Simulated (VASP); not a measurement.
# Br (P1) in VASP: single point with PBEsol

Aim: the single point of Br with PBEsol.

Program: VASP 6.6.1. These are calculated values, not measurements. Logs are shortened: lines on timing, memory, paths and dates and some standing lists are left out, and cuts for length are marked.

### Step 1. The cell of the first run

The typed cell holds 18 atoms: a = 8.318 Å, b = 8.653 Å, c = 8.653 Å, α = 90.00°, β = 110.29°, γ = 110.29°.

### Step 2. Single point, PBEsol (dynamics (nvt langevin) at 1200 K, volume x 1.04, from the last frame before)

File INCAR:

```
SYSTEM = Br
ALGO     = Normal         ! electronic algorithm
EDIFF    = 1E-6           ! SCF threshold, eV
ENCUT    = 520            ! plane-wave cutoff, eV
GGA      = PS             ! functional
ISIF     = 2              ! what is computed and relaxed
ISMEAR   = -1             ! smearing method
LASPH    = .TRUE.         ! aspherical terms in the spheres
LCHARG   = .FALSE.        ! write CHGCAR
LREAL    = Auto         
LWAVE    = .FALSE.        ! write WAVECAR
NBANDS   = 78             ! bands
NELM     = 80             ! most SCF steps
PREC     = Accurate       ! precision mode
SIGMA    = 0.1034         ! smearing width, eV
```

File KPOINTS:

```
Automatic mesh
0
Gamma
  2 2 2
  0.5 0.5 0.5
```

File POSCAR:

```
Br
1.0
    2.8844480144      2.8844480144      7.2491907315
   -8.6533440431      0.0000000000      0.0000000000
    0.0000000000     -8.6533440431      0.0000000000
Br
18
Direct
   -0.0058483770      0.6720851074      0.6406738982
    0.9684690692      0.3271893120      0.6501219246
    0.0068076564      0.0294910649      0.6649711721
    1.0224469564      0.7142760143      0.3486399106
    0.4801407673      0.6508666540      0.6497805998
    0.0041245983      0.3451457812      0.3203098335
    0.4634104860      0.2801501297      0.6528675421
   -0.0036088166     -0.0200811898      0.3259272418
    0.5027903300     -0.0346141826      0.6954041743
    0.0235078654      0.6876086500      0.0218834724
    0.4997970303      0.6709164137      0.3321352459
    0.0049241359      0.3436527427     -0.0007476400
    0.5160393951      0.3525888712      0.3456086796
    0.0063024966     -0.0160869342      0.0035923943
    0.4915899073     -0.0130494601      0.3409381989
    0.4705424545      0.6547856205      0.0048779118
    0.4790842356      0.3155082658      0.0049816085
    0.4967706236      0.9805698232      1.0264539344
```

Potentials or basis: VASP PAW PBE potentials, release 64 (Br).

Launch:

```sh
cat potpaw_PBE.64/Br/POTCAR > POTCAR
mpirun -np 1 vasp_std > vasp.out
```

OUTCAR:

```text
SYSTEM = Br
   EDIFF = 1E-6
   ENCUT = 520
   GGA = PS
   ISIF = 2
   ISMEAR = -1
   LASPH = .TRUE.
   LREAL = Auto
   NELM = 80
   PREC = Accurate

 ion  position               nearest neighbor table
   1  0.994  0.672  0.641-   4 2.63
   2  0.968  0.327  0.650-   3 2.70
   3  0.007  0.029  0.665-   2 2.70
   4  0.022  0.714  0.349-   8 2.38   1 2.63
   5  0.480  0.651  0.650-   9 2.68
   6  0.004  0.345  0.320-  12 2.78
   7  0.463  0.280  0.653-
   8  0.996  0.980  0.326-   4 2.38
   9  0.503  0.965  0.695-   5 2.68
  10  0.024  0.688  0.022-  14 2.62
  11  0.500  0.671  0.332-  16 2.76  15 2.76
  12  0.005  0.344  0.999-   6 2.78
  13  0.516  0.353  0.346-
  14  0.006  0.984  0.004-  10 2.62
  15  0.492  0.987  0.341-  18 2.74  11 2.76
  16  0.471  0.655  0.005-  18 2.75  11 2.76
  17  0.479  0.316  0.005-
  18  0.497  0.981  0.026-  15 2.74  16 2.75

  LATTYP: Found a base centered monoclinic cell.
 ALAT       =    12.2376765056
 B/A-ratio  =     1.0000000000
 C/A-ratio  =     0.6797126533
 COS(beta)  =    -0.4904033075

  Lattice vectors:

 A1 = (  -8.6533440431,   0.0000000000,   0.0000000000)
 A2 = (   0.0000000000,  -8.6533440431,   0.0000000000)
 A3 = (   2.8844480144,   2.8844480144,   7.2491907315)

Analysis of symmetry for initial positions (statically):
=====================================================================
 Subroutine PRICEL returns:
 Original cell was already a primitive cell.

 Routine SETGRP: Setting up the symmetry group for a
 base centered monoclinic supercell.

 Subroutine GETGRP returns: Found  1 space group operations
 (whereof  1 operations were pure point group operations)
 out of a pool of  4 trial point group operations.

The static configuration has the point symmetry C_1 .

Analysis of symmetry for dynamics (positions and initial velocities):
=====================================================================
 Subroutine PRICEL returns:
 Original cell was already a primitive cell.

 Routine SETGRP: Setting up the symmetry group for a
 base centered monoclinic supercell.

 Subroutine GETGRP returns: Found  1 space group operations
 (whereof  1 operations were pure point group operations)
 out of a pool of  4 trial point group operations.

The dynamic configuration has the point symmetry C_1 .

 Subroutine INISYM returns: Found  1 space group operations
 (whereof  1 operations are pure point group operations),
 and found     1 'primitive' translations

----------------------------------------------------------------------------------------

                                     Primitive cell

  volume of cell :     542.8220

  direct lattice vectors                    reciprocal lattice vectors
     2.884448014  2.884448014  7.249190731     0.000000000  0.000000000  0.137946433
    -8.653344043  0.000000000  0.000000000    -0.115562261  0.000000000  0.045982144
     0.000000000 -8.653344043  0.000000000     0.000000000 -0.115562261  0.045982144

  length of vectors
     8.318103567  8.653344043  8.653344043     0.137946433  0.124374409  0.124374409

  position of ions in fractional coordinates (direct lattice)
     0.994151623  0.672085107  0.640673898
     0.968469069  0.327189312  0.650121925
     0.006807656  0.029491065  0.664971172
     0.022446956  0.714276014  0.348639911
     0.480140767  0.650866654  0.649780600
     0.004124598  0.345145781  0.320309833
[... 10 lines left out ...]
     0.479084236  0.315508266  0.004981609
     0.496770624  0.980569823  0.026453934

  ion indices of the primitive-cell ions
   primitive index   ion index
                 1           1
                 2           2
                 3           3
                 4           4
                 5           5
                 6           6
[... 10 lines left out ...]
                17          17
                18          18

----------------------------------------------------------------------------------------

 KPOINTS: Automatic mesh

Automatic generation of k-mesh.
 Grid dimensions read from file:
 generate k-points for:    2    2    2

 Generating k-lattice:

  Cartesian coordinates                     Fractional coordinates (reciprocal lattice)
     0.000000000  0.000000000  0.068973216     0.500000000  0.000000000  0.000000000
    -0.057781130  0.000000000  0.022991072     0.000000000  0.500000000  0.000000000
     0.000000000 -0.057781130  0.022991072     0.000000000  0.000000000  0.500000000

  Length of vectors
     0.068973216  0.062187205  0.062187205

  Shift w.r.t. Gamma in fractional coordinates (k-lattice)
     0.500000000  0.500000000  0.500000000

 Subroutine IBZKPT returns following result:
 ===========================================

 Found      4 irreducible k-points:

 Following reciprocal coordinates:
            Coordinates               Weight
  0.250000  0.250000  0.250000      2.000000
 -0.250000  0.250000  0.250000      2.000000
  0.250000 -0.250000  0.250000      2.000000
 -0.250000 -0.250000  0.250000      2.000000
   k-points           NKPTS =      4   k-points in BZ     NKDIM =      4   number of bands    NBANDS=     78
   number of dos      NEDOS =    301   number of ions     NIONS =     18
   total plane-waves  NPLWV = 262144
   dimension x,y,z NGX =    64 NGY =   64 NGZ =   64
   dimension x,y,z NGXF=   128 NGYF=  128 NGZF=  128
   ions per type =              18
   NGX,Y,Z   is equivalent  to a cutoff of  12.79, 12.30, 12.30 a.u.
   NGXF,Y,Z  is equivalent  to a cutoff of  25.58, 24.59, 24.59 a.u.
 SYSTEM =  Br
   PREC   = accura    normal or accurate (medium, high low for compatibility)
   ISTART =      0    job   : 0-new  1-cont  2-samecut
   ICHARG =      2    charge: 1-file 2-atom 10-const
   ISPIN  =      1    spin polarized calculation?
   LNONCOLLINEAR =      F non collinear calculations
   LSORBIT =      F    spin-orbit coupling
   LASPH  =      T    aspherical Exc in radial PAW
   ENCUT  =  520.0 eV  38.22 Ry    6.18 a.u.  15.47 16.09 16.09*2*pi/ulx,y,z
   NELM   =     80;   NELMIN=  2; NELMDL= -5     # of ELM steps
   EDIFF  = 0.1E-05   stopping-criterion for ELM
   LREAL  =      T    real-space projection
   EDIFFG = 0.1E-04   stopping-criterion for IOM
   NSW    =      0    number of steps for IOM
   IBRION =     -1    ionic relax: 0-MD 1-quasi-New 2-CG
   NFREE  =      0    steps in history (QN), initial steepest desc. (CG)
   ISIF   =      2    stress and relaxation
   ISYM   =      2    0-nonsym 1-usesym 2-fastsym
   POTIM  = 0.5000    time-step for ionic-motion
   TEBEG  =    0.0;   TEEND  =   0.0 temperature during run
   PSTRESS=    0.0 pullay stress
   NELECT =     126.0000    total number of electrons
   NUPDOWN=      -1.0000    fix difference up-down
   EMIN   =  10.00;   EMAX   =-10.00  energy-range for DOS
   EFERMI =   0.00;   METHOD = LEGACY
   ISMEAR =    -1;   SIGMA  =   0.10  broadening in eV -4-tet -1-fermi 0-gaus
   EFERMI_NEDOS =   21; number of points for ismear=-14 and -15
   IALGO  =     38    algorithm
   IMIX   =      4    mixing-type and parameters
     AMIX     =   0.40;   BMIX     =  1.00
     AMIX_MAG =   1.60;   BMIX_MAG =  1.00
  volume/ion in A,a.u.               =      30.16       203.51
  Fermi-wavevector in a.u.,A,eV,Ry     =   1.006111  1.901274 13.772622  1.012259
  Thomas-Fermi vector in A             =   2.138833
   LORBIT       =      0    0 simple, 1 ext, 2 COOP (PROOUT), +10 PAW based schemes
   GGA     = PS    functional components
   LHFCALC =     F    Hartree Fock is set to
   AEXX    =    0.0000 exact exchange contribution
   IVDW    =     0    specifies the selected vdW correction
   LEPSILON=     F    determine dielectric tensor
   LRPA    =     F    only Hartree local field effects (RPA)
 non-spin polarized calculation
  energy-cutoff  :      520.00
  volume of cell :      542.82
 maximum number of plane-waves:     14630
 NGX is ok and might be reduce to    64
   NGX = 31   NGY = 33   NGZ = 33

 number of electron     125.9999997 magnetization

 Free energy of the ion-electron system (eV)
  ---------------------------------------------------
  ext. energy  EPLUGINS =         0.00000000
  ---------------------------------------------------
  free energy    TOTEN  =       -29.41585734 eV

  energy without entropy =      -28.82746876  energy(sigma->0) =      -29.12166305

 E-fermi :   1.3093     XC(G=0):  -8.6378

 val. band max:        1.2539415129   @ k =   0.2500  -0.2500   0.2500
 cond. band min:       1.3748028857   @ k =   0.2500   0.2500   0.2500
 fundamental gap:      0.1208613728
 Fermi energy:         1.3093346440

 k-point     1 :       0.2500    0.2500    0.2500
  band No.  band energies     occupation
      1     -15.8536      2.00000
      2     -14.9434      2.00000
      3     -14.5792      2.00000
      4     -14.4294      2.00000
      5     -14.2987      2.00000
      6     -14.1281      2.00000
[... 67 lines left out ...]
     74       7.3349      0.00000
     75       7.4941      0.00000

 k-point     2 :      -0.2500    0.2500    0.2500
  band No.  band energies     occupation
      1     -15.8558      2.00000
      2     -14.9494      2.00000
      3     -14.5555      2.00000
      4     -14.4133      2.00000
      5     -14.3156      2.00000
      6     -14.1376      2.00000
[... 67 lines left out ...]
     74       7.3662      0.00000
     75       7.4508      0.00000

 k-point     3 :       0.2500   -0.2500    0.2500
  band No.  band energies     occupation
      1     -15.8543      2.00000
      2     -14.9460      2.00000
      3     -14.5917      2.00000
      4     -14.4150      2.00000
      5     -14.2909      2.00000
      6     -14.1341      2.00000
[... 67 lines left out ...]
     74       7.2997      0.00000
     75       7.3791      0.00000

 k-point     4 :      -0.2500   -0.2500    0.2500
  band No.  band energies     occupation
      1     -15.8545      2.00000
      2     -14.9455      2.00000
      3     -14.5798      2.00000
      4     -14.4292      2.00000
      5     -14.3004      2.00000
      6     -14.1274      2.00000
[... 67 lines left out ...]
     74       7.3245      0.00000
     75       7.3874      0.00000
 [bands above 75 left out]

------------------------ aborting loop because EDIFF is reached ----------------------------------------

  FORCE on cell =-STRESS in cart. coord.  units (eV):
  Direction    XX          YY          ZZ          XY          YZ          ZX
  --------------------------------------------------------------------------------------
  -------------------------------------------------------------------------------------
  Total      -12.1046097      5.1662791      0.3974334     -1.1251716      0.3644887     -0.1290971
  in kB      -35.7276050     15.2486354      1.1730526     -3.3210230      1.0758141     -0.3810393
  external PRESSURE =      -6.4353057 kB  Pullay stress =       0.0000000 kB

 VOLUME and BASIS-vectors are now :
 -----------------------------------------------------------------------------
  energy-cutoff  :      520.00
  volume of cell :      542.82
      direct lattice vectors                 reciprocal lattice vectors
     2.884448014  2.884448014  7.249190731     0.000000000  0.000000000  0.137946433
    -8.653344043  0.000000000  0.000000000    -0.115562261  0.000000000  0.045982144
     0.000000000 -8.653344043  0.000000000     0.000000000 -0.115562261  0.045982144

 POSITION                                       TOTAL-FORCE (eV/Angst)
 -----------------------------------------------------------------------------------
     -2.94820     -2.67639      7.20679         0.054693     -1.034894     -0.004312
     -0.03778     -2.83223      7.02062         0.073655      0.032339      0.365115
     -0.23556     -5.73459      0.04935         0.109840     -0.098251     -0.252937
     -6.11613     -2.95215      0.16272         0.389293      0.265642     -0.162183
     -4.24723     -4.23783      3.48063        -0.104088     -0.509371      0.102202
     -2.97477     -2.75985      0.02990         0.122020      0.042392     -0.088126
[... 10 lines left out ...]
     -1.34831      1.33879      3.47297        -0.141829      0.011136      0.101357
     -7.05230      1.20399      3.60119        -0.134016      0.116250     -0.081514
 -----------------------------------------------------------------------------------
    total drift:                               -0.021086      0.005241     -0.009735

  FREE ENERGIE OF THE ION-ELECTRON SYSTEM (eV)
  ---------------------------------------------------
  free  energy   TOTEN  =       -29.4158573434 eV

  energy  without entropy=      -28.8274687586  energy(sigma->0) =      -29.12166305
```

Run time: 3.6 min. Hardware: 1 thread of Intel Xeon Platinum 8559C (Emerald Rapids), shared host; peak memory 0.58 GiB.

What came out:

```yaml
Free_energy: -29.4159 eV
Pressure: -0.6 GPa
Largest_force: 1.036 eV/Å
Band_gap_on_the_k_mesh: 0.12 eV, indirect (least direct gap 0.13 eV)
```

Forces on the atoms (eV/Å):
```
Br   0.055 -1.035 -0.004
Br   0.074  0.032  0.365
Br   0.110 -0.098 -0.253
Br   0.389  0.266 -0.162
Br  -0.104 -0.509  0.102
Br   0.122  0.042 -0.088
Br  -0.242 -0.172  0.350
Br  -0.517 -0.139  0.104
Br  -0.101  0.416 -0.190
Br  -0.349  0.613 -0.191
Br   0.083 -0.041 -0.068
Br   0.018 -0.241 -0.081
Br   0.414  0.083 -0.280
Br   0.243  0.441  0.065
Br  -0.105 -0.049  0.141
Br   0.185  0.263  0.171
Br  -0.142  0.011  0.101
Br  -0.134  0.116 -0.082
```

Stress tensor (GPa, compression positive):
```
-3.57 -0.33 -0.04
-0.33  1.52  0.11
-0.04  0.11  0.12
```

Caveat: the PAW data sets were made with another functional, which shifts forces and pressure a little.
